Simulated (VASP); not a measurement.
Input of a VASP 6.6.1 run:

INCAR

```
SYSTEM = Ge
  PREC = Accurate
  ENCUT = 600
  EDIFF = 1E-6
  ISMEAR = -1
  SIGMA = 0.05
  LREAL = .FALSE.
  LASPH = .TRUE.
  NELM = 60
  ALGO = Normal
  ISIF = 3
  LWAVE = .FALSE.
  LCHARG = .FALSE.
  GGA = B5
  ALDAX = 1.0
  AGGAX = 1.0
  AGGAC = 1.0
  ALDAC = 0.0
  IVDW = 13
  VDW_S6 = 1.0
  VDW_S8 = 2.34076671
  VDW_A1 = 0.44488865
  VDW_A2 = 4.0933009
  IBRION = 2
  NSW = 60
  EDIFFG = -0.01
```

KPOINTS

```
regular mesh
0
G
  5 5 5
  0 0 0
```

The input POSCAR:

```
Ge
1.0
    0.0000000000      2.8857400000      5.1156650000
    2.6304970000      0.0000000000      5.1156650000
    2.6304970000      2.8857400000      0.0000000000
Ge
4
Direct
    0.7264900000      0.2735100000      0.7264900000
    0.2735100000      0.7264900000      0.2735100000
    0.2181330000      0.2181330000      0.7818670000
    0.7818670000      0.7818670000      0.2181330000
```

Potentials or basis: VASP PAW PBE potentials, release 64 (Ge_d).

The run is started by

```bash
$ cat potpaw_PBE.64/Ge_d/POTCAR > POTCAR
$ mpirun -np 1 vasp_std > vasp.out
```

(1) Estimate the relaxed cell.

(2) What does it give for the dispersion energy per atom?

Answers

(1) a = 6.126 Å, b = 5.963 Å, c = 3.972 Å, α = 73.05°, β = 68.61°, γ = 38.34°.

(2) -0.738 eV.
